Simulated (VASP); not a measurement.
Here is a VASP 6.6.1 calculation.

INCAR

```
ALGO = Normal
EDIFF = 1E-6
ENCUT = 520
GGA = PE
ISIF = 2
ISMEAR = 0
LASPH = T
LCHARG = T
LELF = T
LREAL = F
LVHAR = T
LWAVE = F
NBANDS = 41
NELM = 100
PREC = Accurate
SIGMA = 0.1
```

KPOINTS

```
k-points
0
Gamma
  4 4 4
```

Contents of POSCAR:

```
InF7
1.0
    0.0000000000      3.4418707373      3.4418707373
    3.4418707373      0.0000000000      3.4418707373
    3.4418707373      3.4418707373      0.0000000000
In F
1 7
Direct
    0.0000000000      0.0000000000      0.0000000000
    0.0000000000      0.0000000000      0.5000000000
    0.5000000000      0.0000000000      0.5000000000
    0.0000000000      0.5000000000      0.5000000000
    0.5000000000      0.5000000000      0.0000000000
    0.0000000000      0.5000000000      0.0000000000
    0.5000000000      0.0000000000      0.0000000000
    0.5000000000      0.5000000000      0.5000000000
```

Potentials or basis: VASP PAW PBE potentials, release 64 (In_d, F).

Run with:

```sh
$ cat potpaw_PBE.64/In_d/POTCAR potpaw_PBE.64/F/POTCAR > POTCAR
$ mpirun -np 1 vasp_std > vasp.out
```

**Question.** What does it give for the pressure?

**Answer.** -0.4 GPa.

**Question.** Estimate the band gap on the k mesh.

**Answer.** Zero (band 31 reaches 0.77 eV, above the bottom of band 32 at 0.33 eV).

Caveat: the k points lie up to 0.40 Å⁻¹ apart; spin-orbit coupling is left out, which moves the levels of the heavy elements.
